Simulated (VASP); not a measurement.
Runs of VASP 6.6.1 on KCl. The structure is that of space group Fm-3m (No. 225), or close to it. The cells are those of the table. 

```csv
task,cell,gap on the mesh (eV),pressure (GPa)
single point,"a = 4.086 Å, angles 60.0°, 2 atoms",6.15,10.1
relaxation of cell and atoms,"relaxed to 40 GPa from a = 4.450 Å, angles 60.0°, 2 atoms",5.17,40.0
relaxation of cell and atoms,"relaxed to 30 GPa from a = 4.450 Å, angles 60.0°, 2 atoms",5.46,30.0
single point,"a = 3.907 Å, angles 60.0°, 2 atoms",5.77,20.3
relaxation of cell and atoms,"relaxed to 10 GPa from a = 4.450 Å, angles 60.0°, 2 atoms",6.15,10.0
single point,"a = 4.510 Å, angles 60.0°, 2 atoms",5.05,0.0
relaxation of cell and atoms,"relaxed from a = 4.450 Å, angles 60.0°, 2 atoms",5.04,0.0
single point,"a = 3.706 Å, angles 60.0°, 2 atoms",(b),(a)
```

Alike in all rows: level PBE; potentials or basis VASP PAW PBE potentials, release 64 (K_sv, Cl); no spin polarisation; k mesh 6 × 6 × 6; cutoff (eV) 500; smearing fermi-dirac 0.1 eV.

Question: Estimate the missing entries.

Answer: (a) 40.7; (b) 5.15.

Caveats: the cell stands under pressure (at least some runs); the cell is relaxed towards a set pressure, so the run minimises the enthalpy, not the energy (at least some runs).

A k mesh can miss the band edges.
